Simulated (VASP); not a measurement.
# Bi2Mo (Fm-3m) in VASP: a series of runs, part 2 of 2

VASP 6.6.1. Earlier steps stand in the parts before.

### Step 3. Single point, PBE

This run uses another cell than the first one, of 26.85 Å³/atom, 1.065 times its volume.

INCAR reads:

```
PREC     = Accurate       # precision mode
ENCUT    = 520            # plane-wave cutoff, eV
EDIFF    = 1E-6           # SCF threshold, eV
ISMEAR   = 0              # smearing method
SIGMA    = 0.1            # smearing width, eV
LREAL    = F              # projectors in reciprocal space
LASPH    = T              # aspherical terms in the spheres
NELM     = 80             # most SCF steps
ALGO     = Fast           # electronic algorithm
ISIF     = 2              # what is computed and relaxed
LWAVE    = F              # write WAVECAR
LCHARG   = F              # write CHGCAR
GGA      = PE             # functional
NBANDS   = 29             # bands
```

KPOINTS reads:

```
Automatic mesh
0
Gamma
  4 4 4
```

POSCAR reads:

```
Bi2Mo
1.0
    0.0000000000      3.4276219107      3.4276219107
    3.4276219107      0.0000000000      3.4276219107
    3.4276219107      3.4276219107      0.0000000000
Bi Mo
2 1
Direct
    0.7500000000      0.7500000000      0.7500000000
    0.2500000000      0.2500000000      0.2500000000
    0.0000000000      0.0000000000      0.0000000000
```

Potentials or basis: VASP PAW PBE potentials, release 64 (Bi_d, Mo_sv).

Launch:

```console
cat potpaw_PBE.64/Bi_d/POTCAR potpaw_PBE.64/Mo_sv/POTCAR > POTCAR
mpirun -np 1 vasp_std > vasp.out
```

OUTCAR:

```text
PREC = Accurate
   ENCUT = 520
   EDIFF = 1E-6
   ISMEAR = 0
   LREAL = F
   LASPH = T
   NELM = 80
   ISIF = 2
   GGA = PE

 ion  position               nearest neighbor table
   1  0.750  0.750  0.750-   3 2.97   3 2.97   3 2.97   3 2.97   2 3.43   2 3.43   2 3.43   2 3.43
                             2 3.43   2 3.43
   2  0.250  0.250  0.250-   3 2.97   3 2.97   3 2.97   3 2.97   1 3.43   1 3.43   1 3.43   1 3.43
                             1 3.43   1 3.43
   3  0.000  0.000  0.000-   1 2.97   1 2.97   1 2.97   1 2.97   2 2.97   2 2.97   2 2.97   2 2.97

  LATTYP: Found a face centered cubic cell.
 ALAT       =     6.8552438214

  Lattice vectors:

 A1 = (   0.0000000000,   3.4276219107,   3.4276219107)
 A2 = (   3.4276219107,   0.0000000000,   3.4276219107)
 A3 = (   3.4276219107,   3.4276219107,   0.0000000000)

Analysis of symmetry for initial positions (statically):
=====================================================================
 Subroutine PRICEL returns:
 Original cell was already a primitive cell.

 Routine SETGRP: Setting up the symmetry group for a
 face centered cubic supercell.

 Subroutine GETGRP returns: Found 48 space group operations
 (whereof 48 operations were pure point group operations)
 out of a pool of 48 trial point group operations.

The static configuration has the point symmetry O_h .

Analysis of symmetry for dynamics (positions and initial velocities):
=====================================================================
 Subroutine PRICEL returns:
 Original cell was already a primitive cell.

 Routine SETGRP: Setting up the symmetry group for a
 face centered cubic supercell.

 Subroutine GETGRP returns: Found 48 space group operations
 (whereof 48 operations were pure point group operations)
 out of a pool of 48 trial point group operations.
[... 100 lines left out ...]
   EFERMI =   0.00;   METHOD = LEGACY
   ISMEAR =     0;   SIGMA  =   0.10  broadening in eV -4-tet -1-fermi 0-gaus
   EFERMI_NEDOS =   21; number of points for ismear=-14 and -15
   IALGO  =     68    algorithm
   IMIX   =      4    mixing-type and parameters
     AMIX     =   0.40;   BMIX     =  1.00
     AMIX_MAG =   1.60;   BMIX_MAG =  1.00
  volume/ion in A,a.u.               =      26.85       181.17
  Fermi-wavevector in a.u.,A,eV,Ry     =   1.338308  2.529036 24.368972  1.791069
  Thomas-Fermi vector in A             =   2.466789
   LORBIT       =      0    0 simple, 1 ext, 2 COOP (PROOUT), +10 PAW based schemes
   GGA     = PE    functional components
   LHFCALC =     F    Hartree Fock is set to
   AEXX    =    0.0000 exact exchange contribution
   IVDW    =     0    specifies the selected vdW correction
   LEPSILON=     F    determine dielectric tensor
   LRPA    =     F    only Hartree local field effects (RPA)
 non-spin polarized calculation
 RMM-DIIS sequential band-by-band and
 Gauss-broadening in eV      SIGMA  =   0.10
  energy-cutoff  :      520.00
  volume of cell :       80.54
 maximum number of plane-waves:      2200
   NGX = 17   NGY = 17   NGZ = 17

 number of electron      43.9999981 magnetization

 Free energy of the ion-electron system (eV)
  ---------------------------------------------------
  ext. energy  EPLUGINS =         0.00000000
  ---------------------------------------------------
  free energy    TOTEN  =       -16.56435989 eV

  energy without entropy =      -16.52880943  energy(sigma->0) =      -16.54658466

 E-fermi :   8.0628     XC(G=0): -10.6131

 val. band max:        8.0612364559   @ k =  -0.2500   0.2500   0.0000
 cond. band min:       8.3082693457   @ k =   0.5000   0.2500   0.0000
 fundamental gap:      0.2470328898
 Fermi energy:         8.0628334452

 k-point     1 :       0.0000    0.0000    0.0000
  band No.  band energies     occupation
      1     -52.3522      2.00000
      2     -26.4838      2.00000
      3     -26.4838      2.00000
      4     -26.4838      2.00000
      5     -14.5735      2.00000
      6     -14.5735      2.00000
[... 245 lines left out ...]
     28      13.6514      0.00000
     29      14.4627      0.00000

------------------------ aborting loop because EDIFF is reached ----------------------------------------

  FORCE on cell =-STRESS in cart. coord.  units (eV):
  Direction    XX          YY          ZZ          XY          YZ          ZX
  --------------------------------------------------------------------------------------
  -------------------------------------------------------------------------------------
  Total        0.0096956      0.0096956      0.0096956      0.0000000      0.0000000     -0.0000000
  in kB        0.1928745      0.1928745      0.1928745      0.0000000      0.0000000     -0.0000000
  external PRESSURE =       0.1928745 kB  Pullay stress =       0.0000000 kB

 VOLUME and BASIS-vectors are now :
 -----------------------------------------------------------------------------
  energy-cutoff  :      520.00
  volume of cell :       80.54
      direct lattice vectors                 reciprocal lattice vectors
     0.000000000  3.427621911  3.427621911    -0.145873732  0.145873732  0.145873732
     3.427621911  0.000000000  3.427621911     0.145873732 -0.145873732  0.145873732
     3.427621911  3.427621911  0.000000000     0.145873732  0.145873732 -0.145873732

 POSITION                                       TOTAL-FORCE (eV/Angst)
 -----------------------------------------------------------------------------------
      5.14143      5.14143      5.14143        -0.000000      0.000000     -0.000000
      1.71381      1.71381      1.71381         0.000000      0.000000      0.000000
      0.00000      0.00000      0.00000         0.000000     -0.000000      0.000000
 -----------------------------------------------------------------------------------
    total drift:                                0.000000      0.000000      0.000000

  FREE ENERGIE OF THE ION-ELECTRON SYSTEM (eV)
  ---------------------------------------------------
  free  energy   TOTEN  =       -16.5643598939 eV

  energy  without entropy=      -16.5288094319  energy(sigma->0) =      -16.54658466
```

stdout:

```text
POSCAR found type information on POSCAR BiMo
 POSCAR found :  2 types and       3 ions
 scaLAPACK will be used
 LDA part: xc-table for (Slater+PW92), standard interpolation
 POSCAR, INCAR and KPOINTS ok, starting setup
 FFT: planning ... GRIDC
 FFT: planning ... GRID_SOFT
 FFT: planning ... GRID
 WAVECAR not read
 entering main loop
```

Run time: 13 s. Hardware: 1 thread of Intel Xeon 6975P-C (Granite Rapids), shared host; peak memory 0.2 GiB.

What came out:

| Item | Value |
| --- | --- |
| Free energy | -16.5644 eV |
| Pressure | 0.0 GPa |
| Band gap on the k mesh | zero (band 22 reaches 10.08 eV, above the bottom of band 23 at 7.86 eV) |

Levels at points of the mesh, in eV from the Fermi level:
```csv
k point,band 18,band 19,band 20,band 21,band 22,band 23,band 24,band 25,band 26,band 27
"(0.00, 0.00, 0.00)",-3.58,-3.58,-0.32,-0.32,2.01,2.01,2.01,3.65,3.65,3.66
"(0.50, 0.00, 0.00)",-2.78,-2.10,-0.95,-0.85,-0.85,-0.21,-0.21,1.41,3.77,3.77
"(0.50, 0.50, 0.00)",-3.23,-3.23,-0.91,-0.91,-0.35,-0.11,1.25,4.05,4.93,5.54
```

Caveat: the k points lie up to 0.40 Å⁻¹ apart; spin-orbit coupling is left out, which moves the levels of the heavy elements.

### Step 4. Relaxation of cell and atoms, PBE

INCAR reads:

```
PREC = Accurate
ENCUT = 600
EDIFF = 1E-6
ISMEAR = 0
SIGMA = 0.1
LREAL = False
LASPH = True
NELM = 80
ALGO = Normal
ISIF = 3
LWAVE = False
LCHARG = False
GGA = PE
IBRION = 2
NSW = 90
EDIFFG = -0.04
```

KPOINTS reads:

```
regular mesh
0
Gamma
  4 4 4
```

POSCAR reads:

```
Bi2Mo
1.0
    0.0000000000      3.3565895300      3.3565895300
    3.3565895300      0.0000000000      3.3565895300
    3.3565895300      3.3565895300      0.0000000000
Bi Mo
2 1
Direct
    0.7500000000      0.7500000000      0.7500000000
    0.2500000000      0.2500000000      0.2500000000
    0.0000000000      0.0000000000      0.0000000000
```

Launch:

```console
cat potpaw_PBE.64/Bi_d/POTCAR potpaw_PBE.64/Mo_sv/POTCAR > POTCAR
mpirun -np 1 vasp_std > vasp.out
```

Wall time 45 s (1 thread of Intel Xeon 6975P-C (Granite Rapids), shared host); peak memory 0.24 GiB.

It converged, with:

```yaml
Free_energy: -16.5624 eV
Relaxed_volume: 26.86 Å³/atom
Relaxed_cell: a = 4.848 Å, b = 4.848 Å, c = 4.848 Å, α = 60.00°, β = 60.00°, γ = 60.00°
Space_group_after_relaxing_to_0.05_Å: Fm-3m (No. 225)
Energy_gained_by_relaxing: 24.9 meV/atom
Ionic_steps: 3
Pressure_after_relaxing: 0.0 GPa
Band_gap_on_the_k_mesh: zero (band 22 reaches 10.07 eV, above the bottom of band 23 at 7.85 eV)
```

Step by step:
| step | energy change (eV) | largest force (eV/Å) | pressure (GPa) | volume (Å³) |
| --- | --- | --- | --- | --- |
| 1 | 0.0000 | 0.0000 | 5.14 | 75.64 |
| 2 | -0.0280 | 0.0000 | -3.36 | 84.84 |
| 3 | -0.0746 | 0.0000 | -0.01 | 80.58 |

Final structure:
```
Bi Mo
1.0
     0.00000    3.42825    3.42825
     3.42825    0.00000    3.42825
     3.42825    3.42825    0.00000
Bi Mo
2 1
Direct
  0.75000 0.75000 0.75000
  0.25000 0.25000 0.25000
  0.00000 0.00000 0.00000
```

Levels at points of the mesh, in eV from the Fermi level:
```csv
k point,band 18,band 19,band 20,band 21,band 22,band 23,band 24,band 25,band 26
"(0.00, 0.00, 0.00)",-3.58,-3.58,-0.32,-0.32,2.01,2.01,2.01,3.65,3.65
"(0.50, 0.00, 0.00)",-2.78,-2.10,-0.95,-0.85,-0.85,-0.21,-0.21,1.41,3.77
"(0.50, 0.50, 0.00)",-3.23,-3.23,-0.91,-0.91,-0.35,-0.11,1.25,4.05,4.92
```

Caveat: the k points lie up to 0.40 Å⁻¹ apart in the final cell; spin-orbit coupling is left out, which moves the levels of the heavy elements.

### Step 5. Single point, PBE, collinear spin, ferromagnetic start

This run uses another cell than the first one, of 26.85 Å³/atom, 1.065 times its volume.

INCAR reads:

```
ALGO = Normal
EDIFF = 1E-6
ENCUT = 520
GGA = PE
ISIF = 2
ISMEAR = 0
ISPIN = 2
LASPH = True
LCHARG = False
LMAXMIX = 4
LORBIT = 11
LREAL = False
LWAVE = False
MAGMOM = 0 0 1
NBANDS = 33
NELM = 150
PREC = Accurate
SIGMA = 0.1
```

KPOINTS reads:

```
k-points
0
Gamma
  4 4 4
```

POSCAR reads:

```
Bi2Mo
1.0
    0.0000000000      3.4276219107      3.4276219107
    3.4276219107      0.0000000000      3.4276219107
    3.4276219107      3.4276219107      0.0000000000
Bi Mo
2 1
Direct
    0.7500000000      0.7500000000      0.7500000000
    0.2500000000      0.2500000000      0.2500000000
    0.0000000000      0.0000000000      0.0000000000
```

Potentials or basis: VASP PAW PBE potentials, release 64 (Bi_d, Mo_sv).

Launch:

```console
cat potpaw_PBE.64/Bi_d/POTCAR potpaw_PBE.64/Mo_sv/POTCAR > POTCAR
mpirun -np 1 vasp_std > vasp.out
```

OUTCAR:

```text
EDIFF = 1E-6
   ENCUT = 520
   GGA = PE
   ISIF = 2
   ISMEAR = 0
   ISPIN = 2
   LASPH = True
   LORBIT = 11
   LREAL = False
   NELM = 150
   PREC = Accurate

 ion  position               nearest neighbor table
   1  0.750  0.750  0.750-   3 2.97   3 2.97   3 2.97   3 2.97   2 3.43   2 3.43   2 3.43   2 3.43
                             2 3.43   2 3.43
   2  0.250  0.250  0.250-   3 2.97   3 2.97   3 2.97   3 2.97   1 3.43   1 3.43   1 3.43   1 3.43
                             1 3.43   1 3.43
   3  0.000  0.000  0.000-   1 2.97   1 2.97   1 2.97   1 2.97   2 2.97   2 2.97   2 2.97   2 2.97

[... 782 lines left out ...]
  energy-cutoff  :      520.00
  volume of cell :       80.54
      direct lattice vectors                 reciprocal lattice vectors
     0.000000000  3.427621911  3.427621911    -0.145873732  0.145873732  0.145873732
     3.427621911  0.000000000  3.427621911     0.145873732 -0.145873732  0.145873732
     3.427621911  3.427621911  0.000000000     0.145873732  0.145873732 -0.145873732

 POSITION                                       TOTAL-FORCE (eV/Angst)
 -----------------------------------------------------------------------------------
      5.14143      5.14143      5.14143         0.000000      0.000000      0.000000
      1.71381      1.71381      1.71381        -0.000000     -0.000000     -0.000000
      0.00000      0.00000      0.00000         0.000000      0.000000     -0.000000
 -----------------------------------------------------------------------------------
    total drift:                                0.000000      0.000000      0.000000

  FREE ENERGIE OF THE ION-ELECTRON SYSTEM (eV)
  ---------------------------------------------------
  free  energy   TOTEN  =       -16.7508382819 eV

  energy  without entropy=      -16.7349959409  energy(sigma->0) =      -16.74291711

 total charge

# of ion       s       p       d       tot
------------------------------------------
    1        1.486   1.456   9.941  12.883
    2        1.486   1.456   9.941  12.883
    3        2.270   6.090   3.943  12.303
--------------------------------------------------
tot          5.242   9.002  23.825  38.069

 magnetization (x)

# of ion       s       p       d       tot
------------------------------------------
    1       -0.001  -0.048   0.012  -0.037
    2       -0.001  -0.048   0.012  -0.037
    3        0.039   0.024   1.573   1.636
--------------------------------------------------
tot          0.037  -0.072   1.597   1.562
```

stdout:

```text
POSCAR found type information on POSCAR BiMo
 POSCAR found :  2 types and       3 ions
 scaLAPACK will be used
 LDA part: xc-table for (Slater+PW92), standard interpolation
 POSCAR, INCAR and KPOINTS ok, starting setup
 FFT: planning ... GRIDC
 FFT: planning ... GRID_SOFT
 FFT: planning ... GRID
 WAVECAR not read
 entering main loop
```

It took 26 s on 1 thread of Intel Xeon 6975P-C (Granite Rapids), shared host; peak memory 0.24 GiB.

Results:

| Item | Value |
| --- | --- |
| Free energy | -16.7508 eV |
| Pressure | 2.8 GPa |
| Net moment | 1.89 μB per cell |
| Site moments | Bi -0.04; Mo +1.64 μB |
| Valence electrons inside the program's atomic spheres | Bi 12.88; Mo 12.30 |

Levels at points of the mesh, in eV from the Fermi level:
Spin up:
```
           k point  band 19  band 20  band 21  band 22  band 23  band 24  band 25  band 26  band 27  band 28
(0.00, 0.00, 0.00)    -3.88    -1.24    -1.24     1.88     1.88     1.88     3.19     3.19     3.19     4.00
(0.50, 0.00, 0.00)    -2.45    -1.07    -1.07    -1.05    -0.99    -0.99     0.84     3.29     3.29     7.07
(0.50, 0.50, 0.00)    -3.36    -1.47    -1.47    -1.15    -1.08     0.60     3.56     4.88     5.38     5.38
```
Spin down:
```
           k point  band 19  band 20  band 21  band 22  band 23  band 24
(0.00, 0.00, 0.00)    -3.55     0.28     0.28     1.96     1.96     1.96
(0.50, 0.00, 0.00)    -2.00    -1.00    -0.88    -0.88     0.30     0.30
(0.50, 0.50, 0.00)    -3.27    -0.75    -0.75     0.12     0.54     1.47
```

Caveat: the k points lie up to 0.40 Å⁻¹ apart; spin-orbit coupling is left out, which moves the levels of the heavy elements.

### Step 6. Summary

| task | spin | cell | cutoff (eV) | gap on the mesh (eV) | pressure (GPa) |
| --- | --- | --- | --- | --- | --- |
| single point | off | a = 4.747 Å, angles 60.0°, 3 atoms | 520 | none | 5.1 |
| single point | off | a = 4.847 Å, angles 60.0°, 3 atoms | 520 | none | 0.0 |
| relaxation of cell and atoms | off | relaxed from a = 4.747 Å, angles 60.0°, 3 atoms | 600 | none | 0.0 |
| single point | collinear, ferromagnetic start | a = 4.847 Å, angles 60.0°, 3 atoms | 520 | none | 2.8 |

Alike in all rows: level PBE; potentials or basis VASP PAW PBE potentials, release 64 (Bi_d, Mo_sv); k mesh 4 × 4 × 4; smearing gaussian 0.1 eV.

Caveats: all runs use coarse meshes; spin-orbit coupling is left out, which moves the levels of the heavy elements.

Total energies depend on the potentials used, so only differences within one code and one set of settings carry meaning.
